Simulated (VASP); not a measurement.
Runs of VASP 6.6.1 on Hg. The structure is that of space group Pm-3m (No. 221), or close to it. The cells are those of the table. 

```tsv
task	spin	cell	k mesh	cutoff (eV)	gap on the mesh (eV)	pressure (GPa)
single point	off	a = 3.010 Å, 1 atom	11 × 11 × 11	520	none	2.1
single point	off	a = 3.094 Å, 1 atom	11 × 11 × 11	520	none	0.2
single point	off	a = 2.965 Å, 1 atom	11 × 11 × 11	520	none	3.9
single point	non-collinear, zero start, SOC	a = 3.094 Å, 1 atom	10 × 10 × 10	520	-	-0.6
single point	off	a = 3.094 Å, 1 atom	5 × 5 × 5	520	none	(a)
relaxation of cell and atoms	off	relaxed from a = 2.921 Å, 1 atom	11 × 11 × 11	600	none	0.0
single point	off	a = 3.094 Å, 1 atom	17 × 17 × 17	520	none	0.3
single point	off	a = 3.053 Å, 1 atom	11 × 11 × 11	520	none	(b)
```

Alike in all rows: level PBE; potentials or basis VASP PAW PBE potentials, release 64 (Hg); smearing fermi-dirac 0.1 eV.

**Question.** Estimate the missing entries.

**Answer.** (a) -0.1; (b) 1.0.

Caveats: some runs use coarse meshes; spin-orbit coupling is left out, which moves the levels of the heavy elements (some runs).

A k mesh can miss the band edges, and rows without SOC leave out spin-orbit coupling on Hg.

A gap of «none» marks levels without a gap at the run's occupations.
